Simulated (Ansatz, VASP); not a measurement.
**W: VASP beside Ansatz**

```
CELL_PARAMETERS angstrom
0.00000 1.98648 1.98648
1.98648 0.00000 1.98648
1.98648 1.98648 0.00000
ATOMIC_POSITIONS crystal
W 0.00000 0.00000 0.00000
```

Alike in both runs: functional LDA; k mesh 18 × 18 × 18; occupations gaussian, width 0.1 eV; no spin polarisation.

Ansatz relaxed the structure, and its values are those at the end. VASP's run is a single point on that final structure, the one shown.

|  | VASP | Ansatz |
| --- | --- | --- |
| version | VASP 6.6.1 | Ansatz 0.2.0 |
| potentials or method | VASP PAW LDA potentials, release 64 (W_sv), cutoff 520 eV | scalar-relativistic, plane waves, PAW |
| valence electrons in the cell | 14 | 14 |

|  | VASP | Ansatz | Ansatz less VASP |
| --- | --- | --- | --- |
| gap on the k mesh at the Fermi level (eV) | none | none | - |
| pressure (GPa) | 1.8 | 0.0 | -1.77 |

Ansatz warns that its potentials were made for another functional, while VASP's fit it. LDA's correlation is that of Perdew and Zunger in VASP and of Perdew and Wang (1992) in Ansatz. A gap of «none» marks a metal or a gap that the smearing closes.

Neither program's run includes spin-orbit coupling.
